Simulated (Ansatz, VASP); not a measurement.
## Ga: VASP beside Ansatz

```
Ga
1.0
    -1.32121    1.32121    2.51708
     1.32121   -1.32121    2.51708
     1.32121    1.32121   -2.51708
Ga
1
Direct
  0.00000 0.00000 0.00000
```

Alike in both runs: task single point; functional r2SCAN; k mesh 26 × 26 × 26; occupations gaussian, width 0.15 eV; no spin polarisation.

```csv
,VASP,Ansatz
version,VASP 6.6.1,Ansatz 0.2.0
potentials or method,"VASP PAW PBE potentials, release 64 (Ga_d), cutoff 520 eV","scalar-relativistic, plane waves, PAW"
valence electrons in the cell,13,13
```

```tsv
	VASP	Ansatz	Ansatz less VASP
gap on the k mesh at the Fermi level (eV)	none	none	-
pressure (GPa)	2.5	2.5	+0.05
traceless stress, the component that is largest in VASP (GPa)	-3.76	-3.68	+0.081
```

VASP's potentials were made for PBE, not for r2SCAN. A gap of «none» marks a metal or a gap that the smearing closes.
